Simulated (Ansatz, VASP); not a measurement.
**PtS2: VASP beside Ansatz**

```
CELL_PARAMETERS angstrom
3.88155 0.00000 0.00000
0.00000 3.88155 0.00000
0.00000 0.00000 8.76455
ATOMIC_POSITIONS crystal
Pt 0.50000 0.00000 0.00000
Pt 0.00000 0.50000 0.50000
S 0.50000 0.50000 0.89385
S 0.50000 0.50000 0.60615
S 0.50000 0.50000 0.10615
S 0.50000 0.50000 0.39385
```

Alike in both runs: task single point; functional PBE; k mesh 4 × 4 × 2; occupations gaussian, width 0.1 eV; no spin polarisation.

|  | VASP | Ansatz |
| --- | --- | --- |
| version | VASP 6.6.1 | Ansatz 0.2.0 |
| potentials or method | VASP PAW PBE potentials, release 64 (Pt, S), cutoff 520 eV | scalar-relativistic, plane waves, PAW |
| valence electrons in the cell | 44 | 60 |

Ansatz gave:

```
gap on the k mesh at the Fermi level (eV) : none
rms of the force components (eV/Å)        : 4.229
```

Q: Which values does VASP return?

A: gap on the k mesh at the Fermi level (eV): none; rms of the force components (eV/Å): 4.068.

Atom by atom the forces differ by 0.161 eV/Å (rms over components). A gap of «none» marks a metal or a gap that the smearing closes. VASP's potentials hold 44 valence electrons a cell and Ansatz's 60, so a difference there can come from the potentials and not from the codes.

The k mesh is coarse, so the values compare programs but aren't converged. Neither program's run includes spin-orbit coupling.
